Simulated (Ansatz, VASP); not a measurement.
# One calculation of Sn2Ge, two programs

```
Sn Ge
1.0
    -2.25205    2.25205    9.54886
     2.25205   -2.25205    9.54886
     2.25205    2.25205   -9.54886
Sn Ge
4 2
Direct
  0.67049 0.67049 0.00000
  0.32951 0.32951 0.00000
  0.07951 0.57951 0.50000
  0.42049 0.92049 0.50000
  0.00000 0.00000 0.00000
  0.75000 0.25000 0.50000
```

Alike in both runs: functional PBE; k mesh 6 × 6 × 6; occupations gaussian, width 0.1 eV; no spin polarisation.

Ansatz relaxed the structure, and its values are those at the end. VASP's run is a single point on that final structure, the one shown.

|  | VASP | Ansatz |
| --- | --- | --- |
| version | VASP 6.6.1 | Ansatz 0.2.0 |
| potentials or method | VASP PAW PBE potentials, release 64 (Sn_d, Ge_d), cutoff 520 eV | scalar-relativistic, plane waves, PAW |
| valence electrons in the cell | 84 | 84 |

```csv
,VASP,Ansatz,Ansatz less VASP
gap on the k mesh at the Fermi level (eV),none,none,-
pressure (GPa),0.0,0.0,+0.04
```

A gap of «none» marks a metal or a gap that the smearing closes. The functional is the same, so the differences come from potentials, cutoffs and numerics.
